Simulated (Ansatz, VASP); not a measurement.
# One calculation of Al, two programs

POSCAR

```
Al
1.0
    0.0000000000      2.0199310410      2.0199310410
    2.0199310410      0.0000000000      2.0199310410
    2.0199310410      2.0199310410      0.0000000000
Al
1
Direct
    0.0000000000      0.0000000000      0.0000000000
```

The input INCAR.step1:

```
  PREC = Accurate
  ENCUT = 520
  EDIFF = 1E-5
  ISMEAR = -1
  SIGMA = 0.05
  LREAL = False
  LASPH = True
  NELM = 80
  ALGO = Normal
  ISIF = 2
  LWAVE = True
  LCHARG = False
  NBANDS = 8
  GGA = PE
```

Contents of INCAR.step2:

```
  PREC = Accurate
  ENCUT = 520
  EDIFF = 1E-6
  ISMEAR = -1
  SIGMA = 0.05
  LREAL = False
  LASPH = True
  NELM = 80
  ALGO = Normal
  ISIF = 2
  LWAVE = False
  LCHARG = False
  GGA = PE
  LHFCALC = True
  AEXX = 0.25
  PRECFOCK = Normal
  NBANDS = 8
  ISTART = 1
```

File KPOINTS:

```
Automatic mesh
0
Gamma
  9 9 9
```

Input for Ansatz:

```yaml
crystal:
  lattice:
    - [0.0, 2.019931041, 2.019931041]
    - [2.019931041, 0.0, 2.019931041]
    - [2.019931041, 2.019931041, 0.0]
  atoms:
    - { symbol: Al, position: [0.0, 0.0, 0.0] }
basis:
  ecutwfc: 420
  xc_grid: 2
hamiltonian:
  xc: pbe0
  pseudopotentials: { kind: paw, azcp: { folder: soft_1 } }
kpoints:
  mp_grid: { grid: [9, 9, 9] }
scf:
  occupations: { method: fermi_dirac, width: 0.05 }
  max_iter: 150
output:
  forces: true
  stress: true
checkpoint:
  write: "../pbe0.run"
  compress: false
  write_wavefunctions: false
  write_every: 100000
```

Alike in both runs: task single point; functional PBE0; k mesh 9 × 9 × 9; occupations fermi-dirac, width 0.05 eV; no spin polarisation.

```csv
,VASP,Ansatz
version,VASP 6.6.1,Ansatz 0.2.0
potentials or method,"VASP PAW PBE potentials, release 64 (Al), cutoff 520 eV",plane-wave PAW DFT
valence electrons in the cell,3,3
```

```csv
,VASP,Ansatz,Ansatz less VASP
pressure (GPa),-0.8,-0.8,-0.02
```

Ansatz's warnings: filled band counts differ across k points, stress exchange threshold loose, stress scf threshold loose.
